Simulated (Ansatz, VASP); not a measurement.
**One calculation of Li, two programs**

INCAR

```
SYSTEM = Li
PREC = Accurate
ENCUT = 520
EDIFF = 1E-8
ISMEAR = -1
SIGMA = 0.08
LREAL = .False.
LASPH = .True.
NELM = 100
ALGO = Normal
ISIF = 2
LWAVE = .False.
LCHARG = .False.
GGA = CA
LEFG = .True.
NBANDS = 12
```

File KPOINTS:

```
regular mesh
0
Gamma
  12 12 12
  0 0 0
```

Contents of POSCAR:

```
Li
1.0
    1.5709026077      0.9069610434      7.6881575040
   -1.5709026077      0.9069610434      7.6881575040
    0.0000000000     -1.8139220869      7.6881575040
Li
3
Direct
    0.0000000000      0.0000000000      0.0000000000
    0.2220000000      0.2220000000      0.2220000000
    0.7780000000      0.7780000000      0.7780000000
```

Input for Ansatz:

```yaml
crystal:
  lattice:
    - [1.5709026077, 0.9069610434, 7.688157504]
    - [-1.5709026077, 0.9069610434, 7.688157504]
    - [0.0, -1.8139220869, 7.688157504]
  atoms:
    - { symbol: Li, position: [0.0, 0.0, 0.0] }
    - { symbol: Li, position: [0.222, 0.222, 0.222] }
    - { symbol: Li, position: [0.778, 0.778, 0.778] }
kpoints:
  mp_grid: { grid: [12, 12, 12] }
scf:
  occupations: { method: fermi_dirac, width: 0.08 }
hamiltonian:
  xc: lda
  pseudopotentials: { kind: all_electron, datasets: crystal }
output:
  forces: true
  stress: true
  eigenvalues: true
  efg: { contact_densities: true }
```

Change from the starting cell: volume scaled by 1.04, crystal datasets.

Alike in both runs: task electric field gradients; functional LDA; k mesh 12 × 12 × 12; occupations fermi-dirac, width 0.08 eV; no spin polarisation.

```csv
,VASP,Ansatz
version,VASP 6.6.1,Ansatz 0.2.0
potentials or method,"VASP PAW LDA potentials, release 64 (Li_sv), cutoff 520 eV","all-electron PAW with datasets made for the crystal, scalar-relativistic"
```

|  | VASP | Ansatz | Ansatz less VASP |
| --- | --- | --- | --- |
| rms of the force components (eV/Å) | 0.004 | 0.004 | -0.0001 |

LDA's correlation is that of Perdew and Zunger in VASP and of Perdew and Wang (1992) in Ansatz. Atom by atom the forces differ by 0.000 eV/Å (rms over components). Ansatz ran all-electron here, and VASP with PAW potentials. Ansatz's warnings: printed levels off.

Noted on VASP's run: the cutoff is short for stress, so the pressure is rough.
